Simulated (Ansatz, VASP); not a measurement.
This is a calculation of HfO2 for Ansatz 0.2.0.

input.yaml

```yaml
crystal:
  lattice:
    - [5.0488293586, 0.0, 0.0]
    - [0.0, 5.1156143815, 0.0]
    - [-0.8470580823, 0.0, 5.1434008384]
  atoms:
    - { symbol: Hf, position: [0.2755, 0.4603, 0.708] }
    - { symbol: Hf, position: [0.7245, 0.9603, 0.792] }
    - { symbol: Hf, position: [0.7245, 0.5397, 0.292] }
    - { symbol: Hf, position: [0.2755, 0.0397, 0.208] }
    - { symbol: O, position: [0.0742, 0.1684, 0.8467] }
    - { symbol: O, position: [0.9258, 0.6684, 0.6533] }
    - { symbol: O, position: [0.9258, 0.8316, 0.1533] }
    - { symbol: O, position: [0.0742, 0.3316, 0.3467] }
    - { symbol: O, position: [0.4487, 0.7419, 0.9801] }
    - { symbol: O, position: [0.5513, 0.2419, 0.5199] }
    - { symbol: O, position: [0.5513, 0.2581, 0.0199] }
    - { symbol: O, position: [0.4487, 0.7581, 0.4801] }
hamiltonian:
  xc: pbe
  pseudopotentials: { kind: paw }
  dispersion: d4
kpoints:
  mp_grid: { grid: [5, 5, 5] }
scf:
  occupations: { method: fermi_dirac, width: 0.05 }
output:
  forces: true
  stress: true
  eigenvalues: true
```

Potentials or basis: Ansatz PAW.

Command:

```console
$ ansatz run input.yaml --threads 2 --pin off --max-ram 5120MiB --backend cpu --events-out ev --progress --plain --runs-dir out
```

Q: Set up the same calculation for VASP 6.6.1. Potentials there: VASP PAW PBE potentials, release 64 (Hf_pv, O).

A: As run (the cutoff follows the program's own potentials):

File INCAR:

```
SYSTEM = HfO2
  ALGO = Normal
  EDIFF = 1E-7
  ENCUT = 520
  GGA = PE
  ISIF = 2
  ISMEAR = -1
  IVDW = 13
  LASPH = .True.
  LCHARG = .False.
  LREAL = .False.
  LWAVE = .False.
  NBANDS = 56
  NELM = 100
  PREC = Accurate
  SIGMA = 0.05
```

Contents of KPOINTS:

```
k-points
0
Gamma
  5 5 5
  0 0 0
```

POSCAR

```
HfO2
1.0
    5.0488293586      0.0000000000      0.0000000000
    0.0000000000      5.1156143815      0.0000000000
   -0.8470580823      0.0000000000      5.1434008384
Hf O
4 8
Direct
    0.2755000000      0.4603000000      0.7080000000
    0.7245000000      0.9603000000      0.7920000000
    0.7245000000      0.5397000000      0.2920000000
    0.2755000000      0.0397000000      0.2080000000
    0.0742000000      0.1684000000      0.8467000000
    0.9258000000      0.6684000000      0.6533000000
    0.9258000000      0.8316000000      0.1533000000
    0.0742000000      0.3316000000      0.3467000000
    0.4487000000      0.7419000000      0.9801000000
    0.5513000000      0.2419000000      0.5199000000
    0.5513000000      0.2581000000      0.0199000000
    0.4487000000      0.7581000000      0.4801000000
```

Potentials or basis: VASP PAW PBE potentials, release 64 (Hf_pv, O).

The run is started by

```bash
$ cat potpaw_PBE.64/Hf_pv/POTCAR potpaw_PBE.64/O/POTCAR > POTCAR
$ mpirun -np 1 vasp_std > vasp.out
```

Both were run:

|  | VASP | Ansatz | Ansatz less VASP |
| --- | --- | --- | --- |
| gap on the k mesh at the Fermi level (eV) | 4.31 | 4.34 | +0.036 |
| least direct gap on the mesh (eV) | 4.36 | 4.40 | +0.033 |
| pressure (GPa) | 10.4 | 13.9 | +3.46 |
| traceless stress, the component that is largest in VASP (GPa) | 0.97 | 1.18 | +0.214 |
| rms of the force components (eV/Å) | 0.255 | 0.281 | +0.0259 |

Atom by atom the forces differ by 0.035 eV/Å (rms over components). VASP's potentials hold 88 valence electrons a cell and Ansatz's 152, so a difference there can come from the potentials and not from the codes.

Neither program's run includes spin-orbit coupling. Noted on Ansatz's run: odd divisions of the mesh miss points on the zone boundary, where band edges often lie, so the gap on the mesh can be too wide.
